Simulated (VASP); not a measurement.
A run of VASP 6.6.1 is set up as follows.

The input INCAR:

```
SYSTEM = PbS
ALGO = Normal
EDIFF = 1E-7
ENCUT = 520
GGA = PS
ISIF = 2
ISMEAR = 0
LASPH = .True.
LCHARG = .True.
LELF = .True.
LREAL = .False.
LVHAR = .True.
LWAVE = .False.
NBANDS = 28
NELM = 60
PREC = Accurate
SIGMA = 0.01
```

KPOINTS

```
k-points
0
Gamma
  2 2 1
  0 0 0
```

The input POSCAR:

```
PbS
1.0
    4.1165700000      0.0000000000      0.0000000000
   -2.0609705364      3.5635023521      0.0000000000
    0.0000000000      0.0000000000      7.5599450000
Pb S
2 2
Direct
    0.0010320000      0.9989680000      0.4867320000
    0.9989680000      0.0010320000      0.9867320000
    0.6671450000      0.3328550000      0.6924680000
    0.3328550000      0.6671450000      0.1924680000
```

Potentials or basis: VASP PAW PBE potentials, release 64 (Pb_d, S).

Launch:

```sh
$ cat potpaw_PBE.64/Pb_d/POTCAR potpaw_PBE.64/S/POTCAR > POTCAR
$ mpirun -np 1 vasp_std > vasp.out
```

Q: Predict the largest force.

A: 1.097 eV/Å.

Q: Predict the band gap on the k mesh.

A: 0.44 eV (least direct gap 0.99 eV).

Q: Estimate the pressure.

A: 0.3 GPa.

Stress tensor (GPa, compression positive):
```
 3.32  0.02  0.00
 0.02  3.35  0.00
 0.00  0.00 -5.81
```

Caveat: the k points lie up to 0.88 Å⁻¹ apart; the PAW data sets were made with another functional, which shifts forces and pressure a little; spin-orbit coupling is left out, which moves the levels of the heavy elements; an odd mesh through Γ misses points on the zone boundary, where band edges can lie.
